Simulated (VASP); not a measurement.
# Sb (Fm-3m) in VASP: notebook

Sb is run at these levels: PBEsol; tasks: single point, relaxation of cell and atoms.

Everything below comes from runs of VASP 6.6.1. Logs are shortened: lines on timing, memory, paths and dates and some standing lists are left out, and cuts for length are marked.

## Step 1: The cell of the first run

Symmetry: Fm-3m, No. 225, cubic system. The conventional cell has a = 4.607 Å, b = 4.607 Å, c = 4.607 Å, α = 90.00°, β = 90.00°, γ = 90.00°. Within 4.3 Å of Sb (site symmetry m-3m) lie 12 Sb at 3.26 Å.

This isn't the form of Sb at room conditions, which is rhombohedral.

## Step 2: Single point, PBEsol

The input, INCAR:

```
SYSTEM = Sb
PREC = Accurate
ENCUT = 520
EDIFF = 1E-6
ISMEAR = -1
SIGMA = 0.05
LREAL = .False.
LASPH = .True.
NELM = 100
ALGO = Normal
ISIF = 2
LWAVE = .False.
LCHARG = .False.
GGA = PS
NBANDS = 8
```

The input, KPOINTS:

```
Automatic mesh
0
Gamma
  10 10 10
  0 0 0
```

The input, POSCAR:

```
Sb
1.0
    0.0000000000      2.3035782606      2.3035782606
    2.3035782606      0.0000000000      2.3035782606
    2.3035782606      2.3035782606      0.0000000000
Sb
1
Direct
    0.0000000000      0.0000000000      0.0000000000
```

Potentials or basis: VASP PAW PBE potentials, release 64 (Sb).

Run with:

```
cat potpaw_PBE.64/Sb/POTCAR > POTCAR
mpirun -np 1 vasp_std > vasp.out
```

OUTCAR:

```text
SYSTEM = Sb
   PREC = Accurate
   ENCUT = 520
   EDIFF = 1E-6
   ISMEAR = -1
   LREAL = .False.
   LASPH = .True.
   NELM = 100
   ISIF = 2
   GGA = PS

 ion  position               nearest neighbor table
   1  0.000  0.000  0.000-

  LATTYP: Found a face centered cubic cell.
 ALAT       =     4.6071565212

  Lattice vectors:

 A1 = (   0.0000000000,   2.3035782606,   2.3035782606)
 A2 = (   2.3035782606,   0.0000000000,   2.3035782606)
 A3 = (   2.3035782606,   2.3035782606,   0.0000000000)

Analysis of symmetry for initial positions (statically):
=====================================================================
 Subroutine PRICEL returns:
 Original cell was already a primitive cell.

 Routine SETGRP: Setting up the symmetry group for a
 face centered cubic supercell.

 Subroutine GETGRP returns: Found 48 space group operations
 (whereof 48 operations were pure point group operations)
 out of a pool of 48 trial point group operations.

The static configuration has the point symmetry O_h .

Analysis of symmetry for dynamics (positions and initial velocities):
=====================================================================
 Subroutine PRICEL returns:
 Original cell was already a primitive cell.

 Routine SETGRP: Setting up the symmetry group for a
 face centered cubic supercell.

 Subroutine GETGRP returns: Found 48 space group operations
 (whereof 48 operations were pure point group operations)
 out of a pool of 48 trial point group operations.

The dynamic configuration has the point symmetry O_h .

 Subroutine INISYM returns: Found 48 space group operations
 (whereof 48 operations are pure point group operations),
 and found     1 'primitive' translations

----------------------------------------------------------------------------------------

                                     Primitive cell

  volume of cell :      24.4478

  direct lattice vectors                    reciprocal lattice vectors
     0.000000000  2.303578261  2.303578261    -0.217053620  0.217053620  0.217053620
     2.303578261  0.000000000  2.303578261     0.217053620 -0.217053620  0.217053620
     2.303578261  2.303578261  0.000000000     0.217053620  0.217053620 -0.217053620

  length of vectors
     3.257751618  3.257751618  3.257751618     0.375947897  0.375947897  0.375947897

  position of ions in fractional coordinates (direct lattice)
     0.000000000  0.000000000  0.000000000

  ion indices of the primitive-cell ions
   primitive index   ion index
                 1           1

----------------------------------------------------------------------------------------

 KPOINTS: Automatic mesh

Automatic generation of k-mesh.
 Grid dimensions read from file:
 generate k-points for:   10   10   10

 Generating k-lattice:

  Cartesian coordinates                     Fractional coordinates (reciprocal lattice)
    -0.021705362  0.021705362  0.021705362     0.100000000  0.000000000  0.000000000
     0.021705362 -0.021705362  0.021705362     0.000000000  0.100000000  0.000000000
     0.021705362  0.021705362 -0.021705362     0.000000000  0.000000000  0.100000000

  Length of vectors
     0.037594790  0.037594790  0.037594790

  Shift w.r.t. Gamma in fractional coordinates (k-lattice)
     0.000000000  0.000000000  0.000000000

 Subroutine IBZKPT returns following result:
 ===========================================

 Found     47 irreducible k-points:

 Following reciprocal coordinates:
            Coordinates               Weight
  0.000000  0.000000  0.000000      1.000000
  0.100000  0.000000  0.000000      8.000000
  0.200000  0.000000  0.000000      8.000000
  0.300000  0.000000  0.000000      8.000000
  0.400000  0.000000  0.000000      8.000000
  0.500000  0.000000  0.000000      4.000000
[... 16 lines left out ...]
  0.300000  0.300000  0.000000      6.000000
  0.400000  0.300000  0.000000     24.000000
 [... further k-points ...]
   k-points           NKPTS =     47   k-points in BZ     NKDIM =     47   number of bands    NBANDS=      8
   number of dos      NEDOS =    301   number of ions     NIONS =      1
   total plane-waves  NPLWV =  13824
   dimension x,y,z NGX =    24 NGY =   24 NGZ =   24
   dimension x,y,z NGXF=    48 NGYF=   48 NGZF=   48
   ions per type =               1
   NGX,Y,Z   is equivalent  to a cutoff of  12.25, 12.25, 12.25 a.u.
   NGXF,Y,Z  is equivalent  to a cutoff of  24.49, 24.49, 24.49 a.u.
 SYSTEM =  Sb
   PREC   = accura    normal or accurate (medium, high low for compatibility)
   ISTART =      0    job   : 0-new  1-cont  2-samecut
   ICHARG =      2    charge: 1-file 2-atom 10-const
   ISPIN  =      1    spin polarized calculation?
   LNONCOLLINEAR =      F non collinear calculations
   LSORBIT =      F    spin-orbit coupling
   LASPH  =      T    aspherical Exc in radial PAW
   ENCUT  =  520.0 eV  38.22 Ry    6.18 a.u.   6.06  6.06  6.06*2*pi/ulx,y,z
   NELM   =    100;   NELMIN=  2; NELMDL= -5     # of ELM steps
   EDIFF  = 0.1E-05   stopping-criterion for ELM
   LREAL  =      F    real-space projection
[... 7 lines left out ...]
   TEBEG  =    0.0;   TEEND  =   0.0 temperature during run
   PSTRESS=    0.0 pullay stress
   NELECT =       5.0000    total number of electrons
   NUPDOWN=      -1.0000    fix difference up-down
   EMIN   =  10.00;   EMAX   =-10.00  energy-range for DOS
   EFERMI =   0.00;   METHOD = LEGACY
   ISMEAR =    -1;   SIGMA  =   0.05  broadening in eV -4-tet -1-fermi 0-gaus
   EFERMI_NEDOS =   21; number of points for ismear=-14 and -15
   IALGO  =     38    algorithm
   IMIX   =      4    mixing-type and parameters
     AMIX     =   0.40;   BMIX     =  1.00
     AMIX_MAG =   1.60;   BMIX_MAG =  1.00
  volume/ion in A,a.u.               =      24.45       164.98
  Fermi-wavevector in a.u.,A,eV,Ry     =   0.964536  1.822709 12.657909  0.930330
  Thomas-Fermi vector in A             =   2.094176
   LORBIT       =      0    0 simple, 1 ext, 2 COOP (PROOUT), +10 PAW based schemes
   GGA     = PS    functional components
   LHFCALC =     F    Hartree Fock is set to
   AEXX    =    0.0000 exact exchange contribution
   IVDW    =     0    specifies the selected vdW correction
   LEPSILON=     F    determine dielectric tensor
   LRPA    =     F    only Hartree local field effects (RPA)
 non-spin polarized calculation
  energy-cutoff  :      520.00
  volume of cell :       24.45
 maximum number of plane-waves:       678
   NGX = 13   NGY = 13   NGZ = 13

 number of electron       4.9999999 magnetization

 Free energy of the ion-electron system (eV)
  ---------------------------------------------------
  ext. energy  EPLUGINS =         0.00000000
  ---------------------------------------------------
  free energy    TOTEN  =        -4.27455411 eV

  energy without entropy =       -4.26878757  energy(sigma->0) =       -4.27167084

 E-fermi :   9.6490     XC(G=0): -10.7580

 val. band max:        9.6344530290   @ k =  -0.2000   0.2000   0.0000
 cond. band min:       9.6496492597   @ k =   0.5000   0.4000   0.1000
 fundamental gap:      0.0151962307
 Fermi energy:         9.6489648880

 k-point     1 :       0.0000    0.0000    0.0000
  band No.  band energies     occupation
      1      -4.0493      2.00000
      2      15.7415      0.00000
      3      15.7415      0.00000
      4      15.7415      0.00000
      5      19.9243      0.00000
      6      20.0088      0.00000
      7      20.0088      0.00000
      8      20.0088      0.00000

 k-point     2 :       0.1000    0.0000    0.0000
  band No.  band energies     occupation
      1      -3.8325      2.00000
      2      13.7925      0.00000
      3      15.4374      0.00000
      4      15.4374      0.00000
      5      18.8224      0.00000
      6      20.4873      0.00000
      7      20.4873      0.00000
      8      22.3527      0.00000

 k-point     3 :       0.2000    0.0000    0.0000
  band No.  band energies     occupation
      1      -3.1851      2.00000
      2      10.5147      0.00000
      3      14.8350      0.00000
      4      14.8350      0.00000
      5      18.4028      0.00000
      6      20.8738      0.00000
      7      20.8738      0.00000
      8      22.3284      0.00000

 k-point     4 :       0.3000    0.0000    0.0000
  band No.  band energies     occupation
      1      -2.1242      2.00000
      2       7.3569      2.00000
      3      14.2844      0.00000
      4      14.2844      0.00000
      5      18.2481      0.00000
      6      19.9996      0.00000
      7      19.9996      0.00000
      8      20.9143      0.00000

 k-point     5 :       0.4000    0.0000    0.0000
  band No.  band energies     occupation
      1      -0.7377      2.00000
      2       4.6636      2.00000
      3      13.9232      0.00000
      4      13.9232      0.00000
      5      18.3471      0.00000
      6      19.3076      0.00000
      7      19.3076      0.00000
      8      19.8280      0.00000
[... 177 lines left out ...]
 k-point    22 :      -0.2000    0.2000    0.0000
  band No.  band energies     occupation
      1      -1.7684      2.00000
      2       8.5978      2.00000
      3       9.6345      1.14411
      4      14.6003      0.00000
      5      18.2997      0.00000
      6      20.7167      0.00000
      7      21.0353      0.00000
      8      21.5322      0.00000

 k-point    23 :       0.3000    0.3000    0.0000
  band No.  band energies     occupation
      1      -1.4662      2.00000
      2       9.4704      1.94526
      3      11.3320      0.00000
      4      11.3320      0.00000
      5      15.1685      0.00000
      6      15.4555      0.00000
      7      26.0005      0.00000
      8      26.0067      0.00000

 k-point    24 :       0.4000    0.3000    0.0000
  band No.  band energies     occupation
      1      -0.4250      2.00000
      2       7.6556      2.00000
      3       9.8934      0.01496
      4      10.9334      0.00000
      5      14.8764      0.00000
      6      16.2558      0.00000
      7      25.1680      0.00000
      8      26.0512      0.00000

 [... further k-points ...]

------------------------ aborting loop because EDIFF is reached ----------------------------------------

  FORCE on cell =-STRESS in cart. coord.  units (eV):
  Direction    XX          YY          ZZ          XY          YZ          ZX
  --------------------------------------------------------------------------------------
  -------------------------------------------------------------------------------------
  Total        0.7687911      0.7687911      0.7687911     -0.0000000      0.0000000     -0.0000000
  in kB       50.3825329     50.3825329     50.3825329     -0.0000000      0.0000000     -0.0000000
  external PRESSURE =      50.3825329 kB  Pullay stress =       0.0000000 kB

 VOLUME and BASIS-vectors are now :
 -----------------------------------------------------------------------------
  energy-cutoff  :      520.00
  volume of cell :       24.45
      direct lattice vectors                 reciprocal lattice vectors
     0.000000000  2.303578261  2.303578261    -0.217053620  0.217053620  0.217053620
     2.303578261  0.000000000  2.303578261     0.217053620 -0.217053620  0.217053620
     2.303578261  2.303578261  0.000000000     0.217053620  0.217053620 -0.217053620

 POSITION                                       TOTAL-FORCE (eV/Angst)
 -----------------------------------------------------------------------------------
      0.00000      0.00000      0.00000         0.000000      0.000000      0.000000
 -----------------------------------------------------------------------------------
    total drift:                                0.000000      0.000000     -0.000000

  FREE ENERGIE OF THE ION-ELECTRON SYSTEM (eV)
  ---------------------------------------------------
  free  energy   TOTEN  =        -4.2745541141 eV

  energy  without entropy=       -4.2687875721  energy(sigma->0) =       -4.27167084
```

Wall time 5 s (1 thread of Intel Xeon 6975P-C (Granite Rapids), shared host); peak memory 0.14 GiB.

Results:

* Free energy: -4.2746 eV
* Pressure: 5.0 GPa
* Band gap on the k mesh: zero (an odd number of electrons rules out a gap without spin polarisation)

Caveat: the cell stands under pressure; the PAW data sets were made with another functional, which shifts forces and pressure a little; spin-orbit coupling is left out, which moves the levels of the heavy elements.

## Step 3: Single point, PBEsol

This run uses another cell than the first one, of 23.24 Å³/atom.

The input, INCAR:

```
SYSTEM = Sb
PREC = Accurate ; ENCUT = 520
EDIFF = 1E-7 ; ISMEAR = -1
SIGMA = 0.05 ; LREAL = .FALSE.
LASPH = .TRUE. ; NELM = 60
ALGO = Normal ; ISIF = 2
LWAVE = .FALSE. ; LCHARG = .FALSE.
GGA = PS ; NBANDS = 8
```

The input, KPOINTS:

```
regular mesh
0
G
  10 10 10
  0 0 0
```

The input, POSCAR:

```
Sb
1.0
    0.0000000000      2.2649248576      2.2649248576
    2.2649248576      0.0000000000      2.2649248576
    2.2649248576      2.2649248576      0.0000000000
Sb
1
Direct
    0.0000000000      0.0000000000      0.0000000000
```

Potentials or basis: VASP PAW PBE potentials, release 64 (Sb).

Run with:

```
cat potpaw_PBE.64/Sb/POTCAR > POTCAR
mpirun -np 1 vasp_std > vasp.out
```

Wall time 5.3 s (1 thread of Intel Xeon 6975P-C (Granite Rapids), shared host); peak memory 0.14 GiB.

Results (log left out):

| Quantity | Value |
| --- | --- |
| Free energy | -4.2181 eV |
| Pressure | 10.1 GPa |
| Band gap on the k mesh | zero (an odd number of electrons rules out a gap without spin polarisation) |

Levels at points of the mesh, in eV from the Fermi level:
| k point | band 1 | band 2 | band 3 | band 4 | band 5 | band 6 |
| --- | --- | --- | --- | --- | --- | --- |
| (0.00, 0.00, 0.00) | -14.15 | 6.51 | 6.51 | 6.51 | 10.26 | 10.55 |
| (0.50, 0.00, 0.00) | -9.51 | -6.79 | 4.43 | 4.43 | 9.27 | 9.57 |
| (0.50, 0.50, 0.00) | -7.44 | -5.73 | 0.44 | 0.44 | 4.36 | 4.62 |

Caveat: the cell stands under pressure; the PAW data sets were made with another functional, which shifts forces and pressure a little; spin-orbit coupling is left out, which moves the levels of the heavy elements.

(Part 1 of 2 ends here.)
